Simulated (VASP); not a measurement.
A run of VASP 6.6.1 is set up as follows.

File POSCAR:

```
Ir
1.0
    0.0000000000      1.8909045000      1.9197000000
    1.8909045000      0.0000000000      1.9197000000
    1.8909045000      1.8909045000      0.0000000000
Ir
1
Direct
    0.0000000000      0.0000000000      0.0000000000
```

File INCAR.step1:

```
PREC = Accurate
ENCUT = 520
ISMEAR = 0
SIGMA = 0.15
LREAL = F
LASPH = T
NELM = 100
NBANDS = 10
GGA = PE
ALGO = Normal
EDIFF = 1E-4
LWAVE = T
LCHARG = F
```

INCAR.step2

```
PREC = Accurate
ENCUT = 520
EDIFF = 1E-7
ISMEAR = 0
SIGMA = 0.15
LREAL = F
LASPH = T
NELM = 100
ALGO = Normal
ISIF = 2
LWAVE = F
LCHARG = F
METAGGA = R2SCAN
LMIXTAU = T
NBANDS = 10
ISTART = 1
```

Contents of KPOINTS:

```
Automatic mesh
0
Gamma
  22 22 22
```

Potentials or basis: VASP PAW PBE potentials, release 64 (Ir).

Launch:

```bash
$ cat potpaw_PBE.64/Ir/POTCAR > POTCAR
$ cp INCAR.step1 INCAR
$ mpirun -np 1 vasp_std > vasp.out
$ cp INCAR.step2 INCAR
$ mpirun -np 1 vasp_std > vasp.out
```

(1) What does it give for the pressure?

Results:

(1) 17.2 GPa.

Caveat: the cell differs from its parent crystal (strain -0.015 along x and y, +0.000 along z); the PAW data sets were made with another functional, which shifts forces and pressure a little.
